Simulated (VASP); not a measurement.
# KNd2Sb3 (Pmm2) in VASP: relaxation of cell and atoms with PBE

Aim: the relaxation of cell and atoms of KNd2Sb3 with PBE.

All numbers are computed with VASP 6.6.1; they aren't measurements. Logs are shortened: lines on timing, memory, paths and dates and some standing lists are left out, and cuts for length are marked.

### Step 1. The cell of the first run

It takes space group Pmm2 (No. 25, orthorhombic). The conventional cell has a = 4.173 Å, b = 4.417 Å, c = 12.360 Å, α = 90.00°, β = 90.00°, γ = 90.00°. K (site symmetry mm2) has 3 Sb at 3.40 to 3.57 Å and 4 K at 4.17 to 4.42 Å within 4.5 Å. Nd (site symmetry mm2) has 8 Sb at 3.34 to 3.38 Å and 6 Nd at 4.17 to 4.54 Å and 2 K at 4.69 Å within 4.7 Å. Nd (site symmetry mm2) has 6 Sb at 3.14 to 3.24 Å and 2 Nd at 4.17 Å within 4.2 Å. Sb (site symmetry mm2) has 1 Sb at 2.87 Å and 6 Nd at 3.24 to 3.38 Å within 3.8 Å. Sb (site symmetry mm2) has 1 Sb at 2.87 Å and 4 Nd at 3.34 Å and 2 K at 3.57 Å within 3.8 Å. Sb (site symmetry mm2) has 4 Nd at 3.14 Å and 1 K at 3.40 Å and 4 Sb at 3.96 to 4.17 Å within 4.2 Å.

The cell was generated, and may not be a known phase.

### Step 2. Relaxation of cell and atoms, PBE

Input file INCAR:

```
SYSTEM = KNd2Sb3
  ALGO = Normal
  EDIFF = 1E-7
  EDIFFG = -0.04
  ENCUT = 500
  GGA = PE
  GGA_COMPAT = .False.
  IBRION = 2
  ISIF = 3
  ISMEAR = 0
  LASPH = .True.
  LCHARG = .False.
  LMAXMIX = 6
  LREAL = .False.
  LWAVE = .False.
  NELM = 200
  NELMIN = 4
  NSW = 90
  PREC = Accurate
  SIGMA = 0.1
```

Input file KPOINTS:

```
k-points
0
Gamma
  4 4 2
  0 0 0
```

Input file POSCAR:

```
KNd2Sb3
1.0
    4.1732016134      0.0000000000      0.0000000000
    0.0000000000      4.4171710906      0.0000000000
    0.0000000000      0.0000000000     12.3599217062
K Nd Sb
1 2 3
Direct
    0.5000000000      0.5000000000      0.3187945953
    0.0000000000      0.5000000000      0.9791407962
    0.0000000000      0.0000000000      0.6580181802
    0.5000000000      0.0000000000      0.8589825401
    0.5000000000      0.0000000000      0.0915724133
    0.5000000000      0.5000000000      0.5934914450
```

Potentials or basis: VASP PAW PBE potentials, release 64 (K_sv, Nd_3, Sb), 4f in core.

Started as:

```console
$ cat potpaw_PBE.64/K_sv/POTCAR potpaw_PBE.64/Nd_3/POTCAR potpaw_PBE.64/Sb/POTCAR > POTCAR
$ mpirun -np 1 vasp_std > vasp.out
```

OUTCAR:

```text
SYSTEM = KNd2Sb3
   EDIFF = 1E-7
   EDIFFG = -0.04
   ENCUT = 500
   GGA = PE
   IBRION = 2
   ISIF = 3
   ISMEAR = 0
   LASPH = .True.
   LREAL = .False.
   NELM = 200
   NELMIN = 4
   NSW = 90
   PREC = Accurate

 ion  position               nearest neighbor table
   1  0.500  0.500  0.319-   6 3.40   5 3.57   5 3.57
   2  0.000  0.500  0.979-   5 3.34   5 3.34   5 3.34   5 3.34   4 3.38   4 3.38   4 3.38   4 3.38

   3  0.000  0.000  0.658-   6 3.14   6 3.14   6 3.14   6 3.14   4 3.24   4 3.24
   4  0.500  0.000  0.859-   5 2.87   3 3.24   3 3.24   2 3.38   2 3.38   2 3.38   2 3.38
   5  0.500  0.000  0.092-   4 2.87   2 3.34   2 3.34   2 3.34   2 3.34   1 3.57   1 3.57
   6  0.500  0.500  0.593-   3 3.14   3 3.14   3 3.14   3 3.14   1 3.40

  LATTYP: Found a simple orthorhombic cell.
 ALAT       =     4.1732016134
 B/A-ratio  =     1.0584609851
 C/A-ratio  =     2.9617360605

  Lattice vectors:

 A1 = (   4.1732016134,   0.0000000000,   0.0000000000)
 A2 = (   0.0000000000,   4.4171710906,   0.0000000000)
 A3 = (   0.0000000000,   0.0000000000,  12.3599217062)

Analysis of symmetry for initial positions (statically):
=====================================================================
 Subroutine PRICEL returns:
 Original cell was already a primitive cell.

 Routine SETGRP: Setting up the symmetry group for a
 simple orthorhombic supercell.

 Subroutine GETGRP returns: Found  4 space group operations
 (whereof  4 operations were pure point group operations)
 out of a pool of  8 trial point group operations.

The static configuration has the point symmetry C_2v.

Analysis of symmetry for dynamics (positions and initial velocities):
=====================================================================
 Subroutine PRICEL returns:
 Original cell was already a primitive cell.

 Routine SETGRP: Setting up the symmetry group for a
 simple orthorhombic supercell.

 Subroutine GETGRP returns: Found  4 space group operations
 (whereof  4 operations were pure point group operations)
 out of a pool of  8 trial point group operations.

The dynamic configuration has the point symmetry C_2v.

 Subroutine INISYM returns: Found  4 space group operations
 (whereof  4 operations are pure point group operations),
 and found     1 'primitive' translations

----------------------------------------------------------------------------------------

                                     Primitive cell

  volume of cell :     227.8397

  direct lattice vectors                    reciprocal lattice vectors
     4.173201613  0.000000000  0.000000000     0.239624177  0.000000000  0.000000000
     0.000000000  4.417171091  0.000000000     0.000000000  0.226389239  0.000000000
     0.000000000  0.000000000 12.359921706     0.000000000  0.000000000  0.080906661

  length of vectors
     4.173201613  4.417171091 12.359921706     0.239624177  0.226389239  0.080906661

  position of ions in fractional coordinates (direct lattice)
     0.500000000  0.500000000  0.318794595
     0.000000000  0.500000000  0.979140796
     0.000000000  0.000000000  0.658018180
     0.500000000  0.000000000  0.858982540
     0.500000000  0.000000000  0.091572413
     0.500000000  0.500000000  0.593491445

  ion indices of the primitive-cell ions
   primitive index   ion index
                 1           1
                 2           2
                 3           3
                 4           4
                 5           5
                 6           6

----------------------------------------------------------------------------------------

 KPOINTS: k-points

Automatic generation of k-mesh.
 Grid dimensions read from file:
 generate k-points for:    4    4    2

 Generating k-lattice:

  Cartesian coordinates                     Fractional coordinates (reciprocal lattice)
     0.059906044  0.000000000  0.000000000     0.250000000  0.000000000  0.000000000
     0.000000000  0.056597310  0.000000000     0.000000000  0.250000000  0.000000000
     0.000000000  0.000000000  0.040453331     0.000000000  0.000000000  0.500000000

  Length of vectors
     0.059906044  0.056597310  0.040453331

  Shift w.r.t. Gamma in fractional coordinates (k-lattice)
     0.000000000  0.000000000  0.000000000

 Subroutine IBZKPT returns following result:
 ===========================================

 Found     18 irreducible k-points:

 Following reciprocal coordinates:
            Coordinates               Weight
  0.000000  0.000000  0.000000      1.000000
  0.250000  0.000000  0.000000      2.000000
  0.500000  0.000000  0.000000      1.000000
  0.000000  0.250000  0.000000      2.000000
  0.250000  0.250000  0.000000      4.000000
  0.500000  0.250000  0.000000      2.000000
[... 10 lines left out ...]
  0.250000  0.500000  0.500000      2.000000
  0.500000  0.500000  0.500000      1.000000
   k-points           NKPTS =     18   k-points in BZ     NKDIM =     18   number of bands    NBANDS=     27
   number of dos      NEDOS =    301   number of ions     NIONS =      6
   total plane-waves  NPLWV =  86400
   dimension x,y,z NGX =    30 NGY =   32 NGZ =   90
   dimension x,y,z NGXF=    60 NGYF=   64 NGZF=  180
   ions per type =               1   2   3
   NGX,Y,Z   is equivalent  to a cutoff of  11.95, 12.04, 12.11 a.u.
   NGXF,Y,Z  is equivalent  to a cutoff of  23.90, 24.09, 24.21 a.u.
 SYSTEM =  KNd2Sb3
   PREC   = accura    normal or accurate (medium, high low for compatibility)
   ISTART =      0    job   : 0-new  1-cont  2-samecut
   ICHARG =      2    charge: 1-file 2-atom 10-const
   ISPIN  =      1    spin polarized calculation?
   LNONCOLLINEAR =      F non collinear calculations
   LSORBIT =      F    spin-orbit coupling
   LASPH  =      T    aspherical Exc in radial PAW
   ENCUT  =  500.0 eV  36.75 Ry    6.06 a.u.   7.61  8.05 22.53*2*pi/ulx,y,z
   NELM   =    200;   NELMIN=  4; NELMDL= -5     # of ELM steps
   EDIFF  = 0.1E-06   stopping-criterion for ELM
   LREAL  =      F    real-space projection
   EDIFFG = -.4E-01   stopping-criterion for IOM
   NSW    =     90    number of steps for IOM
   IBRION =      2    ionic relax: 0-MD 1-quasi-New 2-CG
   NFREE  =      1    steps in history (QN), initial steepest desc. (CG)
   ISIF   =      3    stress and relaxation
   ISYM   =      2    0-nonsym 1-usesym 2-fastsym
   POTIM  = 0.5000    time-step for ionic-motion
   TEBEG  =    0.0;   TEEND  =   0.0 temperature during run
   PSTRESS=    0.0 pullay stress
   NELECT =      46.0000    total number of electrons
   NUPDOWN=      -1.0000    fix difference up-down
   EMIN   =  10.00;   EMAX   =-10.00  energy-range for DOS
   EFERMI =   0.00;   METHOD = LEGACY
   ISMEAR =     0;   SIGMA  =   0.10  broadening in eV -4-tet -1-fermi 0-gaus
   EFERMI_NEDOS =   21; number of points for ismear=-14 and -15
   IALGO  =     38    algorithm
   IMIX   =      4    mixing-type and parameters
     AMIX     =   0.40;   BMIX     =  1.00
     AMIX_MAG =   1.60;   BMIX_MAG =  1.00
  volume/ion in A,a.u.               =      37.97       256.26
  Fermi-wavevector in a.u.,A,eV,Ry     =   0.960397  1.814888 12.549514  0.922363
  Thomas-Fermi vector in A             =   2.089678
   LORBIT       =      0    0 simple, 1 ext, 2 COOP (PROOUT), +10 PAW based schemes
   GGA     = PE    functional components
   LHFCALC =     F    Hartree Fock is set to
   AEXX    =    0.0000 exact exchange contribution
   IVDW    =     0    specifies the selected vdW correction
   LEPSILON=     F    determine dielectric tensor
   LRPA    =     F    only Hartree local field effects (RPA)
 conjugate gradient relaxation of ions
 non-spin polarized calculation
 Gauss-broadening in eV      SIGMA  =   0.10
  energy-cutoff  :      500.00
  volume of cell :      227.84
 maximum number of plane-waves:      5814
   NGX = 15   NGY = 17   NGZ = 45

--------------------------------------- Ionic step        1  -------------------------------------------

 number of electron      46.0000002 magnetization

 Free energy of the ion-electron system (eV)
  ---------------------------------------------------
  ext. energy  EPLUGINS =         0.00000000
  ---------------------------------------------------
  free energy    TOTEN  =       -26.99817090 eV

  energy without entropy =      -26.98645854  energy(sigma->0) =      -26.99231472

------------------------ aborting loop because EDIFF is reached ----------------------------------------

  FORCE on cell =-STRESS in cart. coord.  units (eV):
  Direction    XX          YY          ZZ          XY          YZ          ZX
  --------------------------------------------------------------------------------------
  -------------------------------------------------------------------------------------
  Total        1.6246844     -0.5730962     -0.2994423      0.0000000      0.0000000      0.0000000
  in kB       11.4248444     -4.0300352     -2.1056897      0.0000000      0.0000000      0.0000000
  external PRESSURE =       1.7630398 kB  Pullay stress =       0.0000000 kB
[... 265 lines left out ...]
  energy  without entropy=      -27.0212452448  energy(sigma->0) =      -27.02511072

--------------------------------------- Ionic step        8  -------------------------------------------

 number of electron      46.0000000 magnetization

 Free energy of the ion-electron system (eV)
  ---------------------------------------------------
  ext. energy  EPLUGINS =         0.00000000
  ---------------------------------------------------
  free energy    TOTEN  =       -27.02943606 eV

  energy without entropy =      -27.02175611  energy(sigma->0) =      -27.02559608

 E-fermi :   3.7454     XC(G=0):  -8.3939

 val. band max:        3.6896394909   @ k =   0.0000   0.0000   0.5000
 cond. band min:       3.7643603339   @ k =   0.0000   0.0000   0.5000
 fundamental gap:      0.0747208430
 Fermi energy:         3.7454123745

 k-point     1 :       0.0000    0.0000    0.0000
  band No.  band energies     occupation
      1     -34.7687      2.00000
      2     -34.4094      2.00000
      3     -28.0309      2.00000
      4     -15.9552      2.00000
      5     -15.8209      2.00000
      6     -15.7682      2.00000
[... 562 lines left out ...]
  FREE ENERGIE OF THE ION-ELECTRON SYSTEM (eV)
  ---------------------------------------------------
  free  energy   TOTEN  =       -27.0294360568 eV

  energy  without entropy=      -27.0217561121  energy(sigma->0) =      -27.02559608

 reached required accuracy - stopping structural energy minimisation
```

Wall time 6.4 min (1 thread of AMD EPYC 9R45 (Zen 5), shared host); peak memory 0.33 GiB.

Results:

```
Free energy                           : -27.0294 eV
Relaxed volume                        : 37.86 Å³/atom
Relaxed cell                          : a = 4.268 Å, b = 4.351 Å, c = 12.232 Å, α = 90.00°, β = 90.00°, γ = 90.00°
Space group after relaxing (to 0.1 Å) : Pmm2 (No. 25)
Energy gained by relaxing             : 5.2 meV/atom
Ionic steps                           : 8
Pressure after relaxing               : 0.0 GPa
Largest force after relaxing          : 0.035 eV/Å
Band gap on the k mesh                : zero (bands 23 and 24 overlap by 0.48 eV)
```

Forces on the atoms (eV/Å):
```
K    0.000  0.000 -0.030
Nd   0.000  0.000  0.014
Nd   0.000  0.000 -0.011
Sb   0.000  0.000  0.035
Sb   0.000  0.000 -0.017
Sb   0.000  0.000  0.009
```

Step by step:
```tsv
step	energy change (eV)	largest force (eV/Å)	pressure (GPa)	volume (Å³)
1	0.0000	0.1802	0.18	227.84
2	-0.0198	0.1025	-0.16	229.20
3	-0.0247	0.0918	-0.42	230.25
4	-0.0297	0.0740	0.05	227.03
5	-0.0298	0.0732	0.00	227.37
6	-0.0306	0.0572	0.01	227.21
7	-0.0308	0.0449	0.02	227.09
8	-0.0313	0.0347	-0.01	227.19
```

Final structure:
```
K Nd Sb
1.0
     4.26835    0.00000    0.00000
     0.00000    4.35135    0.00000
     0.00000    0.00000   12.23198
K Nd Sb
1 2 3
Direct
  0.50000 0.50000 0.31659
  0.00000 0.50000 0.97916
  0.00000 0.00000 0.65813
  0.50000 0.00000 0.85778
  0.50000 0.00000 0.09400
  0.50000 0.50000 0.59433
```

Levels at points of the mesh, in eV from the Fermi level:
```tsv
k point	band 21	band 22	band 23	band 24	band 25	band 26
(0.00, 0.00, 0.00)	-0.50	-0.48	-0.40	-0.06	0.16	0.66
(0.50, 0.00, 0.00)	-1.44	-0.98	0.31	0.77	0.85	0.99
(0.00, 0.50, 0.00)	-1.29	-0.57	0.19	0.37	0.39	1.21
(0.50, 0.50, 0.00)	-1.90	-1.82	-0.56	0.13	1.07	1.58
(0.00, 0.00, 0.50)	-0.56	-0.46	-0.40	-0.06	0.02	0.16
(0.50, 0.00, 0.50)	-1.43	-0.58	0.30	0.41	0.92	0.96
(0.00, 0.50, 0.50)	-1.29	-0.91	0.38	0.40	0.70	0.92
(0.50, 0.50, 0.50)	-1.90	-1.82	-0.59	0.13	1.08	1.65
```

Caveat: the k points lie up to 0.37 Å⁻¹ apart in the final cell; spin-orbit coupling is left out, which moves the levels of the heavy elements; the 4f electrons are frozen in the core, so they carry no moment and show no levels.

The gap in the log of VASP goes by the Fermi energy; the results here count the filled bands.